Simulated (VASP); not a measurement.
# NaH in VASP: further runs

Runs on NaH. Level: r2SCAN. Tasks: single point.

Program: VASP 6.6.1. These are calculated values, not measurements. Logs are shortened: lines on timing, memory, paths and dates and some standing lists are left out, and cuts for length are marked.

## (1) The cell of the first run

It takes space group I4/mmm (No. 139, tetragonal). The conventional cell has a = 3.356 Å, b = 3.356 Å, c = 4.823 Å, α = 90.00°, β = 90.00°, γ = 90.00°. Within 3.1 Å of Na (site symmetry 4/mmm) lie 6 H at 2.37 to 2.41 Å. Within 3.1 Å of H (site symmetry 4/mmm) lie 6 Na at 2.37 to 2.41 Å.

## (2) Single point, r2SCAN (in-plane strain -0.01, then relaxed in part)

Contents of POSCAR:

```
NaH
1.0
    2.3732431819      2.3732431819      0.0000000000
   -2.3732431819      2.3732431819      0.0000000000
    0.0000000000      2.3732431819      2.4115986273
Na H
1 1
Direct
    0.0000000000      0.0000000000      0.0000000000
    0.5000000000      0.5000000000      0.0000000000
```

Contents of INCAR.step1:

```
ALGO     = Normal         # electronic algorithm
EDIFF    = 1E-4           # SCF threshold, eV
ENCUT    = 520            # plane-wave cutoff, eV
GGA      = PE             # functional
ISMEAR   = 0              # smearing method
LASPH    = True           # aspherical terms in the spheres
LCHARG   = False          # write CHGCAR
LREAL    = False          # projectors in reciprocal space
LWAVE    = True           # write WAVECAR
NBANDS   = 11             # bands
NELM     = 100            # most SCF steps
PREC     = Accurate       # precision mode
SIGMA    = 0.01           # smearing width, eV
```

Contents of INCAR.step2:

```
ALGO     = Normal         # electronic algorithm
EDIFF    = 1E-7           # SCF threshold, eV
ENCUT    = 520            # plane-wave cutoff, eV
ISIF     = 2              # what is computed and relaxed
ISMEAR   = 0              # smearing method
ISTART   = 1            
LASPH    = True           # aspherical terms in the spheres
LCHARG   = False          # write CHGCAR
LMIXTAU  = True         
LREAL    = False          # projectors in reciprocal space
LWAVE    = False          # write WAVECAR
METAGGA  = R2SCAN         # meta-GGA
NBANDS   = 11             # bands
NELM     = 100            # most SCF steps
PREC     = Accurate       # precision mode
SIGMA    = 0.01           # smearing width, eV
```

Contents of KPOINTS:

```
k-points
0
Gamma
  8 8 8
```

Potentials or basis: VASP PAW PBE potentials, release 64 (Na_pv, H).

On the command line:

```sh
cat potpaw_PBE.64/Na_pv/POTCAR potpaw_PBE.64/H/POTCAR > POTCAR
cp INCAR.step1 INCAR
mpirun -np 1 vasp_std > vasp.out
cp INCAR.step2 INCAR
mpirun -np 1 vasp_std > vasp.out
```

OUTCAR:

```text
EDIFF = 1E-7
   ENCUT = 520
   ISIF = 2
   ISMEAR = 0
   ISTART = 1
   LASPH = True
   LREAL = False
   METAGGA = R2SCAN
   NELM = 100
   PREC = Accurate

 ion  position               nearest neighbor table
   1  0.000  0.000  0.000-
   2  0.500  0.500  0.000-

  LATTYP: Found a body centered tetragonal cell.
 ALAT       =     3.3562726947
 C/A-ratio  =     1.4370695392

  Lattice vectors:

 A1 = (   2.3732431819,   0.0000000000,  -2.4115986273)
 A2 = (  -2.3732431819,   0.0000000000,  -2.4115986273)
 A3 = (   0.0000000000,   2.3732431819,   2.4115986273)

Analysis of symmetry for initial positions (statically):
=====================================================================
 Subroutine PRICEL returns:
 Original cell was already a primitive cell.

 Routine SETGRP: Setting up the symmetry group for a
 body centered tetragonal supercell.

 Subroutine GETGRP returns: Found 16 space group operations
 (whereof 16 operations were pure point group operations)
 out of a pool of 16 trial point group operations.

The static configuration has the point symmetry D_4h.

Analysis of symmetry for dynamics (positions and initial velocities):
=====================================================================
 Subroutine PRICEL returns:
 Original cell was already a primitive cell.

 Routine SETGRP: Setting up the symmetry group for a
 body centered tetragonal supercell.

 Subroutine GETGRP returns: Found 16 space group operations
 (whereof 16 operations were pure point group operations)
 out of a pool of 16 trial point group operations.

The dynamic configuration has the point symmetry D_4h.

 Subroutine INISYM returns: Found 16 space group operations
 (whereof 16 operations are pure point group operations),
 and found     1 'primitive' translations

----------------------------------------------------------------------------------------

                                     Primitive cell

  volume of cell :      27.1656

  direct lattice vectors                    reciprocal lattice vectors
     2.373243182  2.373243182  0.000000000     0.210682160  0.210682160 -0.207331350
    -2.373243182  2.373243182  0.000000000    -0.210682160  0.210682160 -0.207331350
     0.000000000  2.373243182  2.411598627     0.000000000  0.000000000  0.414662701

  length of vectors
     3.356272695  3.356272695  3.383502791     0.362987925  0.362987925  0.414662701

  position of ions in fractional coordinates (direct lattice)
     0.000000000  0.000000000  0.000000000
     0.500000000  0.500000000  0.000000000

  ion indices of the primitive-cell ions
   primitive index   ion index
                 1           1
                 2           2

----------------------------------------------------------------------------------------

 KPOINTS: k-points

Automatic generation of k-mesh.
 Grid dimensions read from file:
 generate k-points for:    8    8    8

 Generating k-lattice:

  Cartesian coordinates                     Fractional coordinates (reciprocal lattice)
     0.026335270  0.026335270 -0.025916419     0.125000000  0.000000000 -0.000000000
    -0.026335270  0.026335270 -0.025916419     0.000000000  0.125000000 -0.000000000
     0.000000000  0.000000000  0.051832838     0.000000000  0.000000000  0.125000000

  Length of vectors
     0.045373491  0.045373491  0.051832838

  Shift w.r.t. Gamma in fractional coordinates (k-lattice)
     0.000000000  0.000000000  0.000000000

 Subroutine IBZKPT returns following result:
 ===========================================

 Found     59 irreducible k-points:

 Following reciprocal coordinates:
            Coordinates               Weight
  0.000000  0.000000  0.000000      1.000000
  0.125000  0.000000 -0.000000      8.000000
  0.250000  0.000000 -0.000000      8.000000
  0.375000  0.000000 -0.000000      8.000000
  0.500000  0.000000 -0.000000      4.000000
  0.125000  0.125000 -0.000000      8.000000
[... 16 lines left out ...]
  0.250000  0.000000  0.125000      4.000000
  0.375000  0.000000  0.125000      8.000000
 [... further k-points ...]
   k-points           NKPTS =     59   k-points in BZ     NKDIM =     59   number of bands    NBANDS=     11
   number of dos      NEDOS =    301   number of ions     NIONS =      2
   total plane-waves  NPLWV =  21952
   dimension x,y,z NGX =    28 NGY =   28 NGZ =   28
   dimension x,y,z NGXF=    56 NGYF=   56 NGZF=   56
   ions per type =               1   1
   NGX,Y,Z   is equivalent  to a cutoff of  13.87, 13.87, 13.76 a.u.
   NGXF,Y,Z  is equivalent  to a cutoff of  27.74, 27.74, 27.52 a.u.
 SYSTEM =  unknown system
   PREC   = accura    normal or accurate (medium, high low for compatibility)
   ISTART =      1    job   : 0-new  1-cont  2-samecut
   ICHARG =      0    charge: 1-file 2-atom 10-const
   ISPIN  =      1    spin polarized calculation?
   LNONCOLLINEAR =      F non collinear calculations
   LSORBIT =      F    spin-orbit coupling
   LASPH  =      T    aspherical Exc in radial PAW
   ENCUT  =  520.0 eV  38.22 Ry    6.18 a.u.   6.24  6.24  6.29*2*pi/ulx,y,z
   NELM   =    100;   NELMIN=  2; NELMDL=  0     # of ELM steps
   EDIFF  = 0.1E-06   stopping-criterion for ELM
   LREAL  =      F    real-space projection
   EDIFFG = 0.1E-05   stopping-criterion for IOM
   NSW    =      0    number of steps for IOM
   IBRION =     -1    ionic relax: 0-MD 1-quasi-New 2-CG
   NFREE  =      0    steps in history (QN), initial steepest desc. (CG)
   ISIF   =      2    stress and relaxation
   ISYM   =      2    0-nonsym 1-usesym 2-fastsym
   POTIM  = 0.5000    time-step for ionic-motion
   TEBEG  =    0.0;   TEEND  =   0.0 temperature during run
   PSTRESS=    0.0 pullay stress
   NELECT =       8.0000    total number of electrons
   NUPDOWN=      -1.0000    fix difference up-down
   EMIN   =  10.00;   EMAX   =-10.00  energy-range for DOS
   EFERMI =   0.00;   METHOD = LEGACY
   ISMEAR =     0;   SIGMA  =   0.01  broadening in eV -4-tet -1-fermi 0-gaus
   EFERMI_NEDOS =   21; number of points for ismear=-14 and -15
   IALGO  =     38    algorithm
   IMIX   =      4    mixing-type and parameters
     AMIX     =   0.40;   BMIX     =  1.00
     AMIX_MAG =   1.60;   BMIX_MAG =  1.00
  volume/ion in A,a.u.               =      13.58        91.66
  Fermi-wavevector in a.u.,A,eV,Ry     =   1.089177  2.058245 16.140670  1.186306
  Thomas-Fermi vector in A             =   2.225374
   LORBIT       =      0    0 simple, 1 ext, 2 COOP (PROOUT), +10 PAW based schemes
   METAGGA = R2SCAN    functional components
   LHFCALC =     F    Hartree Fock is set to
   AEXX    =    0.0000 exact exchange contribution
   IVDW    =     0    specifies the selected vdW correction
   LEPSILON=     F    determine dielectric tensor
   LRPA    =     F    only Hartree local field effects (RPA)
 non-spin polarized calculation
 Gauss-broadening in eV      SIGMA  =   0.01
  energy-cutoff  :      520.00
  volume of cell :       27.17
 maximum number of plane-waves:       740
 NGX is ok and might be reduce to    28
   NGX = 13   NGY = 13   NGZ = 13

 number of electron       7.9999993 magnetization

 Free energy of the ion-electron system (eV)
  ---------------------------------------------------
  ext. energy  EPLUGINS =         0.00000000
  ---------------------------------------------------
  free energy    TOTEN  =        -7.60201220 eV

  energy without entropy =       -7.60201220  energy(sigma->0) =       -7.60201220

 E-fermi :  -1.1874     XC(G=0):  -8.2787

 val. band max:       -1.3238445445   @ k =   0.5000   0.5000   0.2500
 cond. band min:       3.1009293160   @ k =   0.5000   0.0000  -0.0000
 fundamental gap:      4.4247738605
 Fermi energy:        -1.1874118092

 k-point     1 :       0.0000    0.0000    0.0000
  band No.  band energies     occupation
      1     -24.1703      2.00000
      2     -24.1640      2.00000
      3     -24.1639      2.00000
      4      -4.9930      2.00000
      5      10.4504      0.00000
      6      15.2472      0.00000
      7      15.3333      0.00000
      8      15.3337      0.00000
      9      16.2889      0.00000
     10      16.3403      0.00000
     11      16.3406      0.00000

 k-point     2 :       0.1250    0.0000   -0.0000
  band No.  band energies     occupation
      1     -24.1817      2.00000
      2     -24.1695      2.00000
      3     -24.1655      2.00000
      4      -4.7143      2.00000
      5       9.3745      0.00000
      6      12.7244      0.00000
      7      14.4236      0.00000
      8      14.5397      0.00000
      9      17.1816      0.00000
     10      17.2362      0.00000
     11      17.6133      0.00000

 k-point     3 :       0.2500    0.0000   -0.0000
  band No.  band energies     occupation
      1     -24.2171      2.00000
      2     -24.1746      2.00000
      3     -24.1692      2.00000
      4      -3.9266      2.00000
      5       6.7458      0.00000
      6      11.3446      0.00000
      7      13.4950      0.00000
      8      13.6808      0.00000
      9      17.2716      0.00000
     10      17.5352      0.00000
     11      19.0577      0.00000

 k-point     4 :       0.3750    0.0000   -0.0000
  band No.  band energies     occupation
      1     -24.2524      2.00000
      2     -24.1791      2.00000
      3     -24.1729      2.00000
      4      -2.8404      2.00000
      5       4.2460      0.00000
      6      10.7822      0.00000
      7      12.8953      0.00000
      8      13.1303      0.00000
      9      16.7474      0.00000
     10      17.0462      0.00000
     11      19.4186      0.00000
[... 239 lines left out ...]
 k-point    22 :       0.0000    0.0000    0.1250
  band No.  band energies     occupation
      1     -24.1846      2.00000
      2     -24.1687      2.00000
      3     -24.1686      2.00000
      4      -4.6322      2.00000
      5       9.2294      0.00000
      6      13.2423      0.00000
      7      13.3707      0.00000
      8      13.3711      0.00000
      9      16.6965      0.00000
     10      18.9929      0.00000
     11      19.0865      0.00000

 k-point    23 :       0.2500    0.0000    0.1250
  band No.  band energies     occupation
      1     -24.1978      2.00000
      2     -24.1804      2.00000
      3     -24.1659      2.00000
      4      -4.2596      2.00000
      5       8.1476      0.00000
      6      10.5562      0.00000
      7      13.9941      0.00000
      8      15.2230      0.00000
      9      16.1804      0.00000
     10      17.5180      0.00000
     11      19.2029      0.00000

 k-point    24 :       0.3750    0.0000    0.1250
  band No.  band energies     occupation
      1     -24.2296      2.00000
      2     -24.1883      2.00000
      3     -24.1697      2.00000
      4      -3.3599      2.00000
      5       5.9165      0.00000
      6       9.0998      0.00000
      7      13.8629      0.00000
      8      13.8789      0.00000
      9      17.0759      0.00000
     10      17.5406      0.00000
     11      19.6538      0.00000

 [... further k-points ...]
[... 5 lines left out ...]
  --------------------------------------------------------------------------------------
  -------------------------------------------------------------------------------------
  Total        0.0647748      0.0647748     -0.0691275      0.0000000     -0.0000000      0.0000000
  in kB        3.8202982      3.8202982     -4.0770093      0.0000000     -0.0000000      0.0000000
  external PRESSURE =       1.1878624 kB  Pullay stress =       0.0000000 kB

 VOLUME and BASIS-vectors are now :
 -----------------------------------------------------------------------------
  energy-cutoff  :      520.00
  volume of cell :       27.17
      direct lattice vectors                 reciprocal lattice vectors
     2.373243182  2.373243182  0.000000000     0.210682160  0.210682160 -0.207331350
    -2.373243182  2.373243182  0.000000000    -0.210682160  0.210682160 -0.207331350
     0.000000000  2.373243182  2.411598627     0.000000000  0.000000000  0.414662701

 POSITION                                       TOTAL-FORCE (eV/Angst)
 -----------------------------------------------------------------------------------
      0.00000      0.00000      0.00000        -0.000000     -0.000000      0.000000
      0.00000      2.37324      0.00000         0.000000      0.000000      0.000000
 -----------------------------------------------------------------------------------
    total drift:                               -0.000000     -0.000000     -0.000000

  FREE ENERGIE OF THE ION-ELECTRON SYSTEM (eV)
  ---------------------------------------------------
  free  energy   TOTEN  =        -7.6020121986 eV

  energy  without entropy=       -7.6020121986  energy(sigma->0) =       -7.60201220
```

Wall time 42 s (1 thread of Intel Xeon 6975P-C (Granite Rapids), shared host); peak memory 0.16 GiB.

Results:

* Free energy: -7.6020 eV
* Pressure: 0.1 GPa
* Band gap on the k mesh: 4.42 eV, indirect (least direct gap 5.29 eV)

Stress tensor (GPa, compression positive):
```
 0.38  0.00  0.00
 0.00  0.38  0.00
 0.00  0.00 -0.41
```

Caveat: the cell differs from its parent crystal (in-plane strain -0.01, then relaxed in part); the PAW data sets were made with another functional, which shifts forces and pressure a little.

[end of part 1 of 2]
